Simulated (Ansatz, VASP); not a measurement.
Two plane-wave programs on TePb

The input INCAR:

```
SYSTEM = TePb
  PREC = Accurate
  ENCUT = 520
  EDIFF = 1E-6
  ISMEAR = 0
  SIGMA = 0.05
  LREAL = .FALSE.
  LASPH = .TRUE.
  NELM = 60
  ALGO = Normal
  ISIF = 2
  LWAVE = .FALSE.
  LCHARG = .TRUE.
  GGA = PE
  LELF = .TRUE.
  LVHAR = .TRUE.
  NBANDS = 17
```

File KPOINTS:

```
Automatic mesh
0
G
  8 8 8
  0 0 0
```

File POSCAR:

```
TePb
1.0
    0.0000000000      3.2712109733      3.1403625344
    3.2712109733      0.0000000000      3.1403625344
    3.2712109733      3.2712109733      0.0000000000
Te Pb
1 1
Direct
    0.5000000000      0.5000000000      0.5000000000
    0.0000000000      0.0000000000      0.0000000000
```

Input for Ansatz:

```yaml
crystal:
  lattice:
    - [0.0, 3.2712109733, 3.1403625344]
    - [3.2712109733, 0.0, 3.1403625344]
    - [3.2712109733, 3.2712109733, 0.0]
  atoms:
    - { symbol: Te, position: [0.5, 0.5, 0.5] }
    - { symbol: Pb, position: [0.0, 0.0, 0.0] }
basis:
  ecutwfc: 420
kpoints:
  mp_grid: { grid: [8, 8, 8] }
hamiltonian:
  xc: pbe
scf:
  occupations: { method: gaussian, width: 0.05 }
output:
  forces: true
  stress: true
  eigenvalues: true
```

Alike in both runs: task single point; functional PBE; k mesh 8 × 8 × 8; occupations gaussian, width 0.05 eV; no spin polarisation.

|  | VASP | Ansatz |
| --- | --- | --- |
| version | VASP 6.6.1 | Ansatz 0.2.0 |
| potentials or method | VASP PAW PBE potentials, release 64 (Te, Pb_d), cutoff 520 eV | scalar-relativistic, plane waves, PAW |
| valence electrons in the cell | 20 | 30 |

VASP gave:

- gap on the k mesh at the Fermi level (eV): 0.64
- least direct gap on the mesh (eV): 0.64
- pressure (GPa): 2.5
- traceless stress, the component that is largest in VASP (GPa): 3.67

Estimate Ansatz's values.

gap on the k mesh at the Fermi level (eV): 0.64; least direct gap on the mesh (eV): 0.64; pressure (GPa): 2.6; traceless stress, the component that is largest in VASP (GPa): 3.67.

With one functional, cell and mesh, what is left measures potentials, basis and numerics. VASP's potentials hold 20 valence electrons a cell and Ansatz's 30, so a difference there can come from the potentials and not from the codes.

Spin-orbit coupling is off throughout.
